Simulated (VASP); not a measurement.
# Ge (Cmmm) in VASP: single point with PBEsol-based global hybrid

Aim: the single point of Ge with PBEsol-based global hybrid.

All numbers are computed with VASP 6.6.1; they aren't measurements. Logs are shortened: lines on timing, memory, paths and dates and some standing lists are left out, and cuts for length are marked.

## Step 1: The cell of the first run

It takes space group Cmmm (No. 65, orthorhombic). Conventional cell: a = 3.027 Å, b = 4.599 Å, c = 2.607 Å, α = 90.00°, β = 90.00°, γ = 90.00°. Ge (site symmetry mmm) has 8 Ge at 2.61 to 3.03 Å within 3.4 Å.

## Step 2: Single point, PBEsol-based global hybrid

Contents of POSCAR:

```
Ge
1.0
    1.5133208337     -2.2997213445      0.0000000000
    1.5133208337      2.2997213445      0.0000000000
    0.0000000000      0.0000000000      5.2130435608
Ge
2
Direct
    0.5000044340      0.4999955660      0.2500000000
    0.4999955660      0.5000044340      0.7500000000
```

Contents of INCAR.step1:

```
  ALGO = Normal
  EDIFF = 1E-5
  ENCUT = 520
  GGA = PE
  ISIF = 2
  ISMEAR = -1
  LASPH = True
  LCHARG = False
  LREAL = False
  LWAVE = True
  NBANDS = 21
  NELM = 80
  PREC = Accurate
  SIGMA = 0.05
```

Contents of INCAR.step2:

```
  AEXX = 0.25
  ALGO = Normal
  EDIFF = 1E-6
  ENCUT = 520
  GGA = PS
  ISIF = 2
  ISMEAR = -1
  ISTART = 1
  LASPH = True
  LCHARG = False
  LHFCALC = True
  LREAL = False
  LWAVE = False
  NBANDS = 21
  NELM = 80
  PREC = Accurate
  PRECFOCK = Normal
  SIGMA = 0.05
```

Contents of KPOINTS:

```
k-points
0
Gamma
  5 5 3
```

Potentials or basis: VASP PAW PBE potentials, release 64 (Ge_d).

The run is started by

```console
$ cat potpaw_PBE.64/Ge_d/POTCAR > POTCAR
$ cp INCAR.step1 INCAR
$ mpirun -np 1 vasp_std > vasp.out
$ cp INCAR.step2 INCAR
$ mpirun -np 1 vasp_std > vasp.out
```

OUTCAR:

```text
AEXX = 0.25
   EDIFF = 1E-6
   ENCUT = 520
   GGA = PS
   ISIF = 2
   ISMEAR = -1
   ISTART = 1
   LASPH = True
   LHFCALC = True
   LREAL = False
   NELM = 80
   PREC = Accurate
   PRECFOCK = Normal

 ion  position               nearest neighbor table
   1  0.500  0.500  0.250-   2 2.61   2 2.61
   2  0.500  0.500  0.750-   1 2.61   1 2.61

  LATTYP: Found a base centered orthorhombic cell.
 ALAT       =     3.0266416674
 B/A-ratio  =     1.5196522068
 C/A-ratio  =     1.7223854469

  Lattice vectors:

 A1 = (   1.5133208337,  -2.2997213445,   0.0000000000)
 A2 = (   1.5133208337,   2.2997213445,   0.0000000000)
 A3 = (   0.0000000000,   0.0000000000,   5.2130435608)

Analysis of symmetry for initial positions (statically):
=====================================================================
 Subroutine PRICEL returns:
 Original cell was already a primitive cell.

 Routine SETGRP: Setting up the symmetry group for a
 base centered orthorhombic supercell.

 Subroutine GETGRP returns: Found  8 space group operations
 (whereof  4 operations were pure point group operations)
 out of a pool of  8 trial point group operations.

The static configuration has the point symmetry C_2h.
 The point group associated with its full space group is D_2h.

Analysis of symmetry for dynamics (positions and initial velocities):
=====================================================================
 Subroutine PRICEL returns:
 Original cell was already a primitive cell.

 Routine SETGRP: Setting up the symmetry group for a
 base centered orthorhombic supercell.

 Subroutine GETGRP returns: Found  8 space group operations
 (whereof  4 operations were pure point group operations)
 out of a pool of  8 trial point group operations.

The dynamic configuration has the point symmetry C_2h.
 The point group associated with its full space group is D_2h.

 Subroutine INISYM returns: Found  8 space group operations
 (whereof  4 operations are pure point group operations),
 and found     1 'primitive' translations

----------------------------------------------------------------------------------------

                                     Primitive cell

  volume of cell :      36.2850

  direct lattice vectors                    reciprocal lattice vectors
     1.513320834 -2.299721344  0.000000000     0.330399205 -0.217417645  0.000000000
     1.513320834  2.299721344  0.000000000     0.330399205  0.217417645  0.000000000
     0.000000000  0.000000000  5.213043561     0.000000000  0.000000000  0.191826519

  length of vectors
     2.752972613  2.752972613  5.213043561     0.395517467  0.395517467  0.191826519

  position of ions in fractional coordinates (direct lattice)
     0.500004434  0.499995566  0.250000000
     0.499995566  0.500004434  0.750000000

  ion indices of the primitive-cell ions
   primitive index   ion index
                 1           1
                 2           2

----------------------------------------------------------------------------------------

 KPOINTS: k-points

Automatic generation of k-mesh.
 Grid dimensions read from file:
 generate k-points for:    5    5    3

 Generating k-lattice:

  Cartesian coordinates                     Fractional coordinates (reciprocal lattice)
     0.066079841 -0.043483529  0.000000000     0.200000000  0.000000000  0.000000000
     0.066079841  0.043483529  0.000000000     0.000000000  0.200000000  0.000000000
     0.000000000  0.000000000  0.063942173     0.000000000  0.000000000  0.333333333

  Length of vectors
     0.079103493  0.079103493  0.063942173

  Shift w.r.t. Gamma in fractional coordinates (k-lattice)
     0.000000000  0.000000000  0.000000000

 Subroutine IBZKPT returns following result:
 ===========================================

 Found     18 irreducible k-points:

 Following reciprocal coordinates:
            Coordinates               Weight
  0.000000  0.000000  0.000000      1.000000
  0.200000  0.000000  0.000000      4.000000
  0.400000  0.000000  0.000000      4.000000
  0.200000  0.200000  0.000000      2.000000
  0.400000  0.200000  0.000000      4.000000
 -0.400000  0.200000  0.000000      4.000000
[... 10 lines left out ...]
  0.400000  0.400000  0.333333      4.000000
 -0.400000  0.400000  0.333333      4.000000
   k-points           NKPTS =     18   k-points in BZ     NKDIM =     75   number of bands    NBANDS=     21
   number of dos      NEDOS =    301   number of ions     NIONS =      2
   total plane-waves  NPLWV =  16000
   dimension x,y,z NGX =    20 NGY =   20 NGZ =   40
   dimension x,y,z NGXF=    40 NGYF=   40 NGZF=   80
   ions per type =               2
   NGX,Y,Z   is equivalent  to a cutoff of  12.08, 12.08, 12.76 a.u.
   NGXF,Y,Z  is equivalent  to a cutoff of  24.16, 24.16, 25.51 a.u.
 SYSTEM =  unknown system
   PREC   = accura    normal or accurate (medium, high low for compatibility)
   ISTART =      1    job   : 0-new  1-cont  2-samecut
   ICHARG =      0    charge: 1-file 2-atom 10-const
   ISPIN  =      1    spin polarized calculation?
   LNONCOLLINEAR =      F non collinear calculations
   LSORBIT =      F    spin-orbit coupling
   LASPH  =      T    aspherical Exc in radial PAW
   ENCUT  =  520.0 eV  38.22 Ry    6.18 a.u.   5.12  5.12  9.69*2*pi/ulx,y,z
   NELM   =     80;   NELMIN=  2; NELMDL=  0     # of ELM steps
   EDIFF  = 0.1E-05   stopping-criterion for ELM
   LREAL  =      F    real-space projection
   EDIFFG = 0.1E-04   stopping-criterion for IOM
   NSW    =      0    number of steps for IOM
   IBRION =     -1    ionic relax: 0-MD 1-quasi-New 2-CG
   NFREE  =      0    steps in history (QN), initial steepest desc. (CG)
   ISIF   =      2    stress and relaxation
   ISYM   =      3    0-nonsym 1-usesym 2-fastsym
   POTIM  = 0.5000    time-step for ionic-motion
   TEBEG  =    0.0;   TEEND  =   0.0 temperature during run
   PSTRESS=    0.0 pullay stress
   NELECT =      28.0000    total number of electrons
   NUPDOWN=      -1.0000    fix difference up-down
   EMIN   =  10.00;   EMAX   =-10.00  energy-range for DOS
   EFERMI =   0.00;   METHOD = LEGACY
   ISMEAR =    -1;   SIGMA  =   0.05  broadening in eV -4-tet -1-fermi 0-gaus
   EFERMI_NEDOS =   21; number of points for ismear=-14 and -15
   IALGO  =     38    algorithm
   IMIX   =      1    mixing-type and parameters
     AMIX     =   0.40;   BMIX     =  1.00
     AMIX_MAG =   1.60;   BMIX_MAG =  1.00
  volume/ion in A,a.u.               =      18.14       122.43
  Fermi-wavevector in a.u.,A,eV,Ry     =   1.501591  2.837595 30.678082  2.254775
  Thomas-Fermi vector in A             =   2.612942
   LORBIT       =      0    0 simple, 1 ext, 2 COOP (PROOUT), +10 PAW based schemes
   GGA     = PS    functional components
   LHFCALC =     T    Hartree Fock is set to
   PRECFOCK=normal    Normal, Fast or Accurate (Low or Medium for compatibility)
   ENCUT4O =  -1.0   cutoff for four orbital integrals eV
   NKREDX  =     1    reduce k-point grid by
   NKREDY  =     1    reduce k-point grid by
   NKREDZ  =     1    reduce k-point grid by
   AEXX    =    0.2500 exact exchange contribution
   HFSCREEN=    0.0000 screening length (either q_TF or 0.3 A-1)
   HFSCREENC=   0.0000 screening length for correlation (either q_TF or 0.3 A-1)
   ENCUTFOCK=  -1.0 apply spherical cutoff to Coloumb kernel
   IVDW    =     0    specifies the selected vdW correction
   LEPSILON=     F    determine dielectric tensor
   LRPA    =     F    only Hartree local field effects (RPA)
 non-spin polarized calculation
  energy-cutoff  :      520.00
  volume of cell :       36.29
 maximum number of plane-waves:       998
  NGX = 16; NGY = 16; NGZ = 30

 number of electron      27.9999992 magnetization

 Free energy of the ion-electron system (eV)
  ---------------------------------------------------
  ext. energy  EPLUGINS =         0.00000000
  ---------------------------------------------------
  free energy    TOTEN  =       -11.68026297 eV

  energy without entropy =      -11.67719750  energy(sigma->0) =      -11.67873023

 E-fermi :   7.4023     XC(G=0):  -9.1000

 val. band max:        6.6529316565   @ k =   0.4000   0.2000   0.0000
 cond. band min:       7.4576542809   @ k =   0.4000   0.4000   0.3333
 fundamental gap:      0.8047226244
 Fermi energy:         7.4022641041

 k-point     1 :       0.0000    0.0000    0.0000
  band No.  band energies     occupation
      1     -21.7145      2.00000
      2     -21.6436      2.00000
      3     -21.6278      2.00000
      4     -21.5363      2.00000
      5     -21.5307      2.00000
      6     -21.5139      2.00000
[... 13 lines left out ...]
     20      20.6321      0.00000
     21      22.3374      0.00000

 k-point     2 :       0.2000    0.0000    0.0000
  band No.  band energies     occupation
      1     -21.6992      2.00000
      2     -21.6181      2.00000
      3     -21.6152      2.00000
      4     -21.5420      2.00000
      5     -21.5209      2.00000
      6     -21.5120      2.00000
[... 13 lines left out ...]
     20      19.1931      0.00000
     21      21.2526      0.00000

 k-point     3 :       0.4000    0.0000    0.0000
  band No.  band energies     occupation
      1     -21.6973      2.00000
      2     -21.6267      2.00000
      3     -21.5932      2.00000
      4     -21.5838      2.00000
      5     -21.5156      2.00000
      6     -21.4694      2.00000
[... 13 lines left out ...]
     20      18.8244      0.00000
     21      22.7051      0.00000
[... 313 lines left out ...]
 k-point    17 :       0.4000    0.4000    0.3333
  band No.  band energies     occupation
      1     -21.5953      2.00000
      2     -21.5788      2.00000
      3     -21.5670      2.00000
      4     -21.5397      2.00000
      5     -21.5299      2.00000
      6     -21.5057      2.00000
[... 13 lines left out ...]
     20      17.4267      0.00000
     21      20.1767      0.00000

 k-point    18 :      -0.4000    0.4000    0.3333
  band No.  band energies     occupation
      1     -21.6216      2.00000
      2     -21.6019      2.00000
      3     -21.5685      2.00000
      4     -21.5408      2.00000
      5     -21.5193      2.00000
      6     -21.5063      2.00000
[... 13 lines left out ...]
     20      15.7221      0.00000
     21      16.9053      0.00000

------------------------ aborting loop because EDIFF is reached ----------------------------------------

  FORCE on cell =-STRESS in cart. coord.  units (eV):
  Direction    XX          YY          ZZ          XY          YZ          ZX
  --------------------------------------------------------------------------------------
  -------------------------------------------------------------------------------------
  Total        0.0215527      0.0272700      0.0078763      0.0000000     -0.0000000      0.0000000
  in kB        0.9516674      1.2041136      0.3477824      0.0000000     -0.0000000      0.0000000
  external PRESSURE =       0.8345212 kB  Pullay stress =       0.0000000 kB

 VOLUME and BASIS-vectors are now :
 -----------------------------------------------------------------------------
  energy-cutoff  :      520.00
  volume of cell :       36.29
      direct lattice vectors                 reciprocal lattice vectors
     1.513320834 -2.299721344  0.000000000     0.330399205 -0.217417645  0.000000000
     1.513320834  2.299721344  0.000000000     0.330399205  0.217417645  0.000000000
     0.000000000  0.000000000  5.213043561     0.000000000  0.000000000  0.191826519

 POSITION                                       TOTAL-FORCE (eV/Angst)
 -----------------------------------------------------------------------------------
      1.51332     -0.00002      1.30326         0.000000      0.000025      0.000000
      1.51332      0.00002      3.90978         0.000000     -0.000025     -0.000000
 -----------------------------------------------------------------------------------
    total drift:                                0.000000     -0.000000      0.000000

  FREE ENERGIE OF THE ION-ELECTRON SYSTEM (eV)
  ---------------------------------------------------
  free  energy   TOTEN  =       -11.6802629654 eV

  energy  without entropy=      -11.6771974990  energy(sigma->0) =      -11.67873023
```

Wall time 25 min (1 thread of Intel Xeon Platinum 8375C at 2.90GHz (Ice Lake), shared host); peak memory 0.16 GiB.

Results:

```yaml
Free_energy: -11.6803 eV
Pressure: 0.1 GPa
Band_gap_on_the_k_mesh: zero (band 14 reaches 15.55 eV, above the bottom of band 15 at 4.74 eV)
```

Caveat: the k points lie up to 0.50 Å⁻¹ apart; the PAW data sets were made with another functional, which shifts forces and pressure a little.
